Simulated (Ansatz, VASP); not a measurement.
# Mo in VASP and in Ansatz

```
Mo
1.0
    -1.57547    1.57547    1.57547
     1.57547   -1.57547    1.57547
     1.57547    1.57547   -1.57547
Mo
1
Direct
  0.00000 0.00000 0.00000
```

Alike in both runs: functional r2SCAN; k mesh 24 × 24 × 24; occupations gaussian, width 0.1 eV; no spin polarisation.

Ansatz relaxed the structure, and its values are those at the end. VASP's run is a single point on that final structure, the one shown.

|  | VASP | Ansatz |
| --- | --- | --- |
| version | VASP 6.6.1 | Ansatz 0.2.0 |
| potentials or method | VASP PAW PBE potentials, release 64 (Mo_sv), cutoff 520 eV | scalar-relativistic, plane waves, PAW |
| valence electrons in the cell | 14 | 14 |

Ansatz gave:

```
gap on the k mesh at the Fermi level (eV) : none
pressure (GPa)                            : 0.0
```

**Question.** Which values does VASP return?

**Answer.** gap on the k mesh at the Fermi level (eV): none; pressure (GPa): 1.1.

VASP's potentials were made for PBE, not for r2SCAN. A gap of «none» marks a metal or a gap that the smearing closes.
